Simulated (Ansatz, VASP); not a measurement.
**ZrB2 in VASP and in Ansatz**

The input INCAR:

```
SYSTEM = ZrB2
ALGO     = Normal         ! electronic algorithm
EDIFF    = 1E-8           ! SCF threshold, eV
ENCUT    = 520            ! plane-wave cutoff, eV
GGA      = CA             ! functional
ISIF     = 2              ! what is computed and relaxed
ISMEAR   = -1             ! smearing method
LASPH    = .TRUE.         ! aspherical terms in the spheres
LCHARG   = .FALSE.        ! write CHGCAR
LEFG     = .TRUE.       
LREAL    = .FALSE.        ! projectors in reciprocal space
LWAVE    = .FALSE.        ! write WAVECAR
NBANDS   = 16             ! bands
NELM     = 80             ! most SCF steps
PREC     = Accurate       ! precision mode
SIGMA    = 0.05           ! smearing width, eV
```

KPOINTS

```
k-points
0
G
  12 12 9
  0 0 0
```

File POSCAR:

```
ZrB2
1.0
    3.1966498238      0.0000000000      0.0000000000
   -1.5983249119      2.7683799544      0.0000000000
    0.0000000000      0.0000000000      3.5200000000
Zr B
1 2
Direct
    0.0000000000      0.0000000000      0.0000000000
    0.3333333333      0.6666666667      0.5000000000
    0.6666666667      0.3333333333      0.5000000000
```

Input for Ansatz:

```yaml
crystal:
  lattice:
    - [3.1966498238, 0.0, 0.0]
    - [-1.5983249119, 2.7683799544, 0.0]
    - [0.0, 0.0, 3.52]
  atoms:
    - { symbol: Zr, position: [0.0, 0.0, 0.0] }
    - { symbol: B, position: [0.3333333333, 0.6666666667, 0.5] }
    - { symbol: B, position: [0.6666666667, 0.3333333333, 0.5] }
kpoints:
  mp_grid: { grid: [12, 12, 9] }
scf:
  occupations: { method: fermi_dirac, width: 0.05 }
hamiltonian:
  xc: lda
  pseudopotentials: { kind: all_electron, datasets: crystal }
output:
  forces: true
  stress: true
  eigenvalues: true
  efg: { contact_densities: true }
```

Change from the starting cell: equal xx and yy strain of +1 %, crystal datasets.

Alike in both runs: task electric field gradients; functional LDA; k mesh 12 × 12 × 9; occupations fermi-dirac, width 0.05 eV; no spin polarisation.

```csv
,VASP,Ansatz
version,VASP 6.6.1,Ansatz 0.2.0
potentials or method,"VASP PAW LDA potentials, release 64 (Zr_sv, B), cutoff 520 eV","all-electron PAW with datasets made for the crystal, scalar-relativistic"
```

|  | VASP | Ansatz | Ansatz less VASP |
| --- | --- | --- | --- |
| pressure (GPa) | -11.4 | -11.8 | -0.43 |
| traceless stress, the component that is largest in VASP (GPa) | 3.30 | 3.31 | +0.006 |
| size of Vzz on the site where it differs most (V/Å²) | 43.0 | 45.8 | +2.78 |

LDA's correlation is that of Perdew and Zunger in VASP and of Perdew and Wang (1992) in Ansatz. Ansatz ran all-electron here, and VASP with PAW potentials.
